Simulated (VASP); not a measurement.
# Lu3F2 (Pm-3m) in VASP: a series of runs

Runs on Lu3F2. Level: PBE. Tasks: single point.

Program: VASP 6.6.1. These are calculated values, not measurements. Logs are shortened: lines on timing, memory, paths and dates and some standing lists are left out, and cuts for length are marked.

**1. The cell of the first run**

It takes space group Pm-3m (No. 221, cubic). The conventional cell has a = 4.549 Å, b = 4.549 Å, c = 4.549 Å, α = 90.00°, β = 90.00°, γ = 90.00°. Lu (site symmetry 4/mmm) has 2 F at 2.27 Å within 3.0 Å. F (site symmetry m-3m) has 6 Lu at 2.27 Å within 3.0 Å. Within 4.2 Å of F (site symmetry m-3m) lie 12 Lu at 3.22 Å and 8 F at 3.94 Å.

The cell was generated, and may not be a known phase.

**2. Single point, PBE**

INCAR

```
PREC = Accurate
ENCUT = 520
EDIFF = 1E-6
ISMEAR = 0
SIGMA = 0.1
LREAL = F
LASPH = T
NELM = 60
ALGO = Normal
ISIF = 2
LWAVE = F
LCHARG = F
GGA = PE
NBANDS = 52
```

KPOINTS

```
Automatic mesh
0
Gamma
  4 4 4
```

POSCAR

```
Lu3F2
1.0
    4.5492359900      0.0000000000      0.0000000000
    0.0000000000      4.5492359900      0.0000000000
    0.0000000000      0.0000000000      4.5492359900
Lu F
3 2
Direct
    0.5000000000      0.0000000000      0.0000000000
    0.0000000000      0.5000000000      0.0000000000
    0.0000000000      0.0000000000      0.5000000000
    0.0000000000      0.0000000000      0.0000000000
    0.5000000000      0.5000000000      0.5000000000
```

Potentials or basis: VASP PAW PBE potentials, release 64 (Lu, F).

Launch:

```bash
$ cat potpaw_PBE.64/Lu/POTCAR potpaw_PBE.64/F/POTCAR > POTCAR
$ mpirun -np 1 vasp_std > vasp.out
```

OUTCAR:

```text
PREC = Accurate
   ENCUT = 520
   EDIFF = 1E-6
   ISMEAR = 0
   LREAL = F
   LASPH = T
   NELM = 60
   ISIF = 2
   GGA = PE

 ion  position               nearest neighbor table
   1  0.500  0.000  0.000-   4 2.27   4 2.27   2 3.22   3 3.22   2 3.22   2 3.22   3 3.22   3 3.22
                             3 3.22   2 3.22
   2  0.000  0.500  0.000-   4 2.27   4 2.27   1 3.22   3 3.22   1 3.22   3 3.22   3 3.22   3 3.22
                             1 3.22   1 3.22
   3  0.000  0.000  0.500-   4 2.27   4 2.27   1 3.22   1 3.22   2 3.22   2 3.22   2 3.22   2 3.22
                             1 3.22   1 3.22
   4  0.000  0.000  0.000-   1 2.27   2 2.27   3 2.27   3 2.27   2 2.27   1 2.27
   5  0.500  0.500  0.500-

  LATTYP: Found a simple cubic cell.
 ALAT       =     4.5492359900

  Lattice vectors:

 A1 = (   4.5492359900,   0.0000000000,   0.0000000000)
 A2 = (   0.0000000000,   4.5492359900,   0.0000000000)
 A3 = (   0.0000000000,   0.0000000000,   4.5492359900)

Analysis of symmetry for initial positions (statically):
=====================================================================
 Subroutine PRICEL returns:
 Original cell was already a primitive cell.

 Routine SETGRP: Setting up the symmetry group for a
 simple cubic supercell.

 Subroutine GETGRP returns: Found 48 space group operations
 (whereof 48 operations were pure point group operations)
 out of a pool of 48 trial point group operations.

The static configuration has the point symmetry O_h .

Analysis of symmetry for dynamics (positions and initial velocities):
=====================================================================
 Subroutine PRICEL returns:
 Original cell was already a primitive cell.

 Routine SETGRP: Setting up the symmetry group for a
 simple cubic supercell.

 Subroutine GETGRP returns: Found 48 space group operations
 (whereof 48 operations were pure point group operations)
 out of a pool of 48 trial point group operations.

The dynamic configuration has the point symmetry O_h .

 Subroutine INISYM returns: Found 48 space group operations
 (whereof 48 operations are pure point group operations),
 and found     1 'primitive' translations

----------------------------------------------------------------------------------------

                                     Primitive cell

  volume of cell :      94.1489

  direct lattice vectors                    reciprocal lattice vectors
     4.549235990  0.000000000  0.000000000     0.219817130  0.000000000  0.000000000
     0.000000000  4.549235990  0.000000000     0.000000000  0.219817130  0.000000000
     0.000000000  0.000000000  4.549235990     0.000000000  0.000000000  0.219817130

  length of vectors
     4.549235990  4.549235990  4.549235990     0.219817130  0.219817130  0.219817130

  position of ions in fractional coordinates (direct lattice)
     0.500000000  0.000000000  0.000000000
     0.000000000  0.500000000  0.000000000
     0.000000000  0.000000000  0.500000000
     0.000000000  0.000000000  0.000000000
     0.500000000  0.500000000  0.500000000

  ion indices of the primitive-cell ions
   primitive index   ion index
                 1           1
                 2           2
                 3           3
                 4           4
                 5           5

----------------------------------------------------------------------------------------

 KPOINTS: Automatic mesh

Automatic generation of k-mesh.
 Grid dimensions read from file:
 generate k-points for:    4    4    4

 Generating k-lattice:

  Cartesian coordinates                     Fractional coordinates (reciprocal lattice)
     0.054954283  0.000000000  0.000000000     0.250000000  0.000000000  0.000000000
     0.000000000  0.054954283  0.000000000     0.000000000  0.250000000  0.000000000
     0.000000000  0.000000000  0.054954283     0.000000000  0.000000000  0.250000000

  Length of vectors
     0.054954283  0.054954283  0.054954283

  Shift w.r.t. Gamma in fractional coordinates (k-lattice)
     0.000000000  0.000000000  0.000000000

 Subroutine IBZKPT returns following result:
 ===========================================

 Found     10 irreducible k-points:

 Following reciprocal coordinates:
            Coordinates               Weight
  0.000000  0.000000  0.000000      1.000000
  0.250000  0.000000  0.000000      6.000000
  0.500000  0.000000  0.000000      3.000000
  0.250000  0.250000  0.000000     12.000000
  0.500000  0.250000  0.000000     12.000000
  0.500000  0.500000  0.000000      3.000000
  0.250000  0.250000  0.250000      8.000000
  0.500000  0.250000  0.250000     12.000000
  0.500000  0.500000  0.250000      6.000000
  0.500000  0.500000  0.500000      1.000000
   k-points           NKPTS =     10   k-points in BZ     NKDIM =     10   number of bands    NBANDS=     52
   number of dos      NEDOS =    301   number of ions     NIONS =      5
   total plane-waves  NPLWV =  46656
   dimension x,y,z NGX =    36 NGY =   36 NGZ =   36
   dimension x,y,z NGXF=    72 NGYF=   72 NGZF=   72
   ions per type =               3   2
   NGX,Y,Z   is equivalent  to a cutoff of  13.16, 13.16, 13.16 a.u.
   NGXF,Y,Z  is equivalent  to a cutoff of  26.31, 26.31, 26.31 a.u.
 SYSTEM =  unknown system
   PREC   = accura    normal or accurate (medium, high low for compatibility)
   ISTART =      0    job   : 0-new  1-cont  2-samecut
   ICHARG =      2    charge: 1-file 2-atom 10-const
   ISPIN  =      1    spin polarized calculation?
   LNONCOLLINEAR =      F non collinear calculations
   LSORBIT =      F    spin-orbit coupling
   LASPH  =      T    aspherical Exc in radial PAW
   ENCUT  =  520.0 eV  38.22 Ry    6.18 a.u.   8.46  8.46  8.46*2*pi/ulx,y,z
   NELM   =     60;   NELMIN=  2; NELMDL= -5     # of ELM steps
   EDIFF  = 0.1E-05   stopping-criterion for ELM
   LREAL  =      F    real-space projection
   EDIFFG = 0.1E-04   stopping-criterion for IOM
   NSW    =      0    number of steps for IOM
   IBRION =     -1    ionic relax: 0-MD 1-quasi-New 2-CG
   NFREE  =      0    steps in history (QN), initial steepest desc. (CG)
   ISIF   =      2    stress and relaxation
   ISYM   =      2    0-nonsym 1-usesym 2-fastsym
   POTIM  = 0.5000    time-step for ionic-motion
   TEBEG  =    0.0;   TEEND  =   0.0 temperature during run
   PSTRESS=    0.0 pullay stress
   NELECT =      89.0000    total number of electrons
   NUPDOWN=      -1.0000    fix difference up-down
   EMIN   =  10.00;   EMAX   =-10.00  energy-range for DOS
   EFERMI =   0.00;   METHOD = LEGACY
   ISMEAR =     0;   SIGMA  =   0.10  broadening in eV -4-tet -1-fermi 0-gaus
   EFERMI_NEDOS =   21; number of points for ismear=-14 and -15
   IALGO  =     38    algorithm
   IMIX   =      4    mixing-type and parameters
     AMIX     =   0.40;   BMIX     =  1.00
     AMIX_MAG =   1.60;   BMIX_MAG =  1.00
  volume/ion in A,a.u.               =      18.83       127.07
  Fermi-wavevector in a.u.,A,eV,Ry     =   1.606693  3.036210 35.122950  2.581464
  Thomas-Fermi vector in A             =   2.702840
   LORBIT       =      0    0 simple, 1 ext, 2 COOP (PROOUT), +10 PAW based schemes
   GGA     = PE    functional components
   LHFCALC =     F    Hartree Fock is set to
   AEXX    =    0.0000 exact exchange contribution
   IVDW    =     0    specifies the selected vdW correction
   LEPSILON=     F    determine dielectric tensor
   LRPA    =     F    only Hartree local field effects (RPA)
 non-spin polarized calculation
 Gauss-broadening in eV      SIGMA  =   0.10
  energy-cutoff  :      520.00
  volume of cell :       94.15
 maximum number of plane-waves:      2560
 NGX is ok and might be reduce to    36
   NGX = 17   NGY = 17   NGZ = 17

 number of electron      89.0000063 magnetization

 Free energy of the ion-electron system (eV)
  ---------------------------------------------------
  ext. energy  EPLUGINS =         0.00000000
  ---------------------------------------------------
  free energy    TOTEN  =       -20.24759519 eV

  energy without entropy =      -20.21857406  energy(sigma->0) =      -20.23308463

 E-fermi :   3.0889     XC(G=0): -11.0695

 val. band max:        3.0786161307   @ k =   0.5000   0.5000   0.0000
 cond. band min:       3.4224008338   @ k =   0.5000   0.2500   0.2500
 fundamental gap:      0.3437847031
 Fermi energy:         3.0889118092

 k-point     1 :       0.0000    0.0000    0.0000
  band No.  band energies     occupation
      1     -53.4171      2.00000
      2     -53.3336      2.00000
      3     -53.3336      2.00000
      4     -25.6811      2.00000
      5     -24.6011      2.00000
      6     -24.6011      2.00000
[... 44 lines left out ...]
     51       7.0751      0.00000
     52       8.2353      0.00000

 k-point     2 :       0.2500    0.0000    0.0000
  band No.  band energies     occupation
      1     -53.4064      2.00000
      2     -53.3440      2.00000
      3     -53.3336      2.00000
      4     -26.1079      2.00000
      5     -24.5562      2.00000
      6     -24.5562      2.00000
[... 44 lines left out ...]
     51       6.6736      0.00000
     52       6.9222      0.00000

 k-point     3 :       0.5000    0.0000    0.0000
  band No.  band energies     occupation
      1     -53.3893      2.00000
      2     -53.3609      2.00000
      3     -53.3335      2.00000
      4     -26.3793      2.00000
      5     -24.5031      2.00000
      6     -24.5031      2.00000
[... 44 lines left out ...]
     51       5.9788      0.00000
     52       6.5491      0.00000
[... 276 lines left out ...]
 k-point     9 :       0.5000    0.5000    0.2500
  band No.  band energies     occupation
      1     -53.3609      2.00000
      2     -53.3606      2.00000
      3     -53.3606      2.00000
      4     -27.0844      2.00000
      5     -24.2943      2.00000
      6     -24.2099      2.00000
[... 44 lines left out ...]
     51       5.6966      0.00000
     52       6.4065      0.00000

 k-point    10 :       0.5000    0.5000    0.5000
  band No.  band energies     occupation
      1     -53.3606      2.00000
      2     -53.3606      2.00000
      3     -53.3606      2.00000
      4     -27.2666      2.00000
      5     -24.2915      2.00000
      6     -24.2915      2.00000
[... 44 lines left out ...]
     51       6.1126      0.00000
     52       8.0862      0.00000

------------------------ aborting loop because EDIFF is reached ----------------------------------------

  FORCE on cell =-STRESS in cart. coord.  units (eV):
  Direction    XX          YY          ZZ          XY          YZ          ZX
  --------------------------------------------------------------------------------------
  -------------------------------------------------------------------------------------
  Total        6.3581710      6.3581710      6.3581710      0.0000000      0.0000000      0.0000000
  in kB      108.2000324    108.2000324    108.2000324      0.0000000      0.0000000      0.0000000
  external PRESSURE =     108.2000324 kB  Pullay stress =       0.0000000 kB

 VOLUME and BASIS-vectors are now :
 -----------------------------------------------------------------------------
  energy-cutoff  :      520.00
  volume of cell :       94.15
      direct lattice vectors                 reciprocal lattice vectors
     4.549235990  0.000000000  0.000000000     0.219817130  0.000000000  0.000000000
     0.000000000  4.549235990  0.000000000     0.000000000  0.219817130  0.000000000
     0.000000000  0.000000000  4.549235990     0.000000000  0.000000000  0.219817130

 POSITION                                       TOTAL-FORCE (eV/Angst)
 -----------------------------------------------------------------------------------
      2.27462      0.00000      0.00000         0.000000      0.000000      0.000000
      0.00000      2.27462      0.00000         0.000000      0.000000      0.000000
      0.00000      0.00000      2.27462         0.000000      0.000000      0.000000
      0.00000      0.00000      0.00000         0.000000      0.000000      0.000000
      2.27462      2.27462      2.27462         0.000000      0.000000      0.000000
 -----------------------------------------------------------------------------------
    total drift:                                0.000000      0.000000     -0.000000

  FREE ENERGIE OF THE ION-ELECTRON SYSTEM (eV)
  ---------------------------------------------------
  free  energy   TOTEN  =       -20.2475951919 eV

  energy  without entropy=      -20.2185740616  energy(sigma->0) =      -20.23308463
```

Wall time 62 s (1 thread of Intel Xeon Platinum 8488C (Sapphire Rapids), shared host); peak memory 0.22 GiB.

Results:

```yaml
Free_energy: -20.2476 eV
Pressure: 10.8 GPa
Band_gap_on_the_k_mesh: zero (an odd number of electrons rules out a gap without spin polarisation)
```

Caveat: the cell stands under pressure; spin-orbit coupling is left out, which moves the levels of the heavy elements.

**3. Single point, PBE**

This run uses another cell than the first one, of 22.75 Å³/atom.

INCAR

```
SYSTEM = Lu3F2
PREC = Accurate
ENCUT = 520
EDIFF = 1E-6
ISMEAR = 0
SIGMA = 0.1
LREAL = .FALSE.
LASPH = .TRUE.
NELM = 80
ALGO = Normal
ISIF = 2
LWAVE = .FALSE.
LCHARG = .TRUE.
GGA = PE
LELF = .TRUE.
LVHAR = .TRUE.
NBANDS = 52
```

KPOINTS

```
Automatic mesh
0
G
  4 4 4
  0 0 0
```

Changes to POSCAR since step 2:

```diff
@@ -2,5 +2,5 @@
 1.0
-    4.5492359900      0.0000000000      0.0000000000
-    0.0000000000      4.5492359900      0.0000000000
-    0.0000000000      0.0000000000      4.5492359900
+    4.8453916400      0.0000000000      0.0000000000
+    0.0000000000      4.8453916400      0.0000000000
+    0.0000000000      0.0000000000      4.8453916400
 Lu F
```

Potentials or basis: VASP PAW PBE potentials, release 64 (Lu, F).

Launch:

```bash
$ cat potpaw_PBE.64/Lu/POTCAR potpaw_PBE.64/F/POTCAR > POTCAR
$ mpirun -np 1 vasp_std > vasp.out
```

Run time: 83 s. Hardware: 1 thread of Intel Xeon Platinum 8488C (Sapphire Rapids), shared host; peak memory 0.22 GiB.

The run converged. Its results:

| Item | Value |
| --- | --- |
| Free energy | -20.8355 eV |
| Pressure | 0.2 GPa |
| Band gap on the k mesh | zero (an odd number of electrons rules out a gap without spin polarisation) |

Levels at points of the mesh, in eV from the Fermi level:
```
           k point  band 43  band 44  band 45  band 46  band 47  band 48
(0.00, 0.00, 0.00)    -0.87    -0.87    -0.74    -0.74    -0.74     1.33
(0.50, 0.00, 0.00)    -1.57    -0.41     0.65     0.65     0.70     1.06
(0.50, 0.50, 0.00)    -0.40    -0.21     0.29     0.98     0.98     1.10
(0.50, 0.50, 0.50)    -0.88    -0.88    -0.26     1.52     1.52     1.52
```

Caveat: spin-orbit coupling is left out, which moves the levels of the heavy elements.

(Part 1 of 2 ends here.)

The gap in the log of VASP goes by the Fermi energy; the results here count the filled bands.